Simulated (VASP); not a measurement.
Runs of VASP 6.6.1 on SnTe. The structure is that of space group Pm-3m (No. 221), or close to it. The cells are those of the table. 

```csv
task,level,cell,cutoff (eV),gap on the mesh (eV),pressure (GPa),relaxed volume (Å³/atom)
relaxation of cell and atoms,r2SCAN,"relaxed from a = 3.900 Å, 2 atoms",600,none,0.0,29.48
single point,r2SCAN,"a = 3.892 Å, 2 atoms",520,none,0.0,-
relaxation of cell and atoms,PBE,"relaxed from a = 3.598 Å, 2 atoms",600,none,0.0,(a)
single point,PBE,"a = 3.892 Å, 2 atoms",520,none,0.2,-
single point,PBE,"a = 3.900 Å, 2 atoms",520,none,0.0,-
```

Alike in all rows: potentials or basis VASP PAW PBE potentials, release 64 (Sn_d, Te); no spin polarisation; k mesh 6 × 6 × 6; smearing fermi-dirac 0.02 eV.

Problem. Fill in the values left out.

Solution. (a) 29.66.

Caveats: spin-orbit coupling is left out, which moves the levels of the heavy elements; the PAW data sets were made with another functional, which shifts forces and pressure a little (some runs); the volume moved by over 15 % at a fixed basis, so the end points are rough (some runs).

A k mesh can miss the band edges, and the runs leave out spin-orbit coupling on Sn, Te.

A gap of «none» marks levels without a gap at the run's occupations.
